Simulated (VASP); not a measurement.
Set up this calculation in VASP 6.6.1, as the native input.

```
Task                   : single point
Functional             : PBE
Potentials or basis    : VASP PAW PBE potentials, release 64 (Cd, S)
Cutoff                 : 520 eV
k mesh                 : 10 × 8 × 10
Occupations            : gaussian, width 0.05 eV
Spin                   : no spin polarisation
Dipole correction      : no
Further INCAR settings : ALGO = Normal; EDIFF = 1e-06; NBANDS = 26
```

The structure of CdS lies in POSCAR:

```
CdS
1.0
    4.1896881536      0.0000000000      0.0000000000
    0.0000000000      5.5553634763      0.0000000000
    0.0000000000      0.0000000000      4.1367459269
Cd S
2 2
Direct
    0.5000000000      0.5000000000      0.2817527580
    0.0000000000      0.0000000000      0.7182472420
    0.5000000000      0.0000000000      0.1731476832
    0.0000000000      0.5000000000      0.8268523168
```

This cell differs from its parent crystal: strained.

These files were run (other wordings do the same):

INCAR

```
SYSTEM = CdS
PREC = Accurate
ENCUT = 520
EDIFF = 1E-6
ISMEAR = 0
SIGMA = 0.05
LREAL = .FALSE.
LASPH = .TRUE.
NELM = 80
ALGO = Normal
ISIF = 2
LWAVE = .FALSE.
LCHARG = .FALSE.
GGA = PE
NBANDS = 26
```

KPOINTS

```
regular mesh
0
G
  10 8 10
  0 0 0
```

Potentials or basis: VASP PAW PBE potentials, release 64 (Cd, S).

The run is started by

```console
$ cat potpaw_PBE.64/Cd/POTCAR potpaw_PBE.64/S/POTCAR > POTCAR
$ mpirun -np 1 vasp_std > vasp.out
```

It gave:

| Item | Value |
| --- | --- |
| Pressure | -6.7 GPa |
| Largest force | 0.551 eV/Å |

Caveat: the cell differs from its parent crystal (strained); the cell stands under tension.

Wall time 2.3 min on 1 thread of AMD EPYC 9R45 96-Core Processor (Zen 5), with other jobs on the host, peak memory 0.43 GiB.
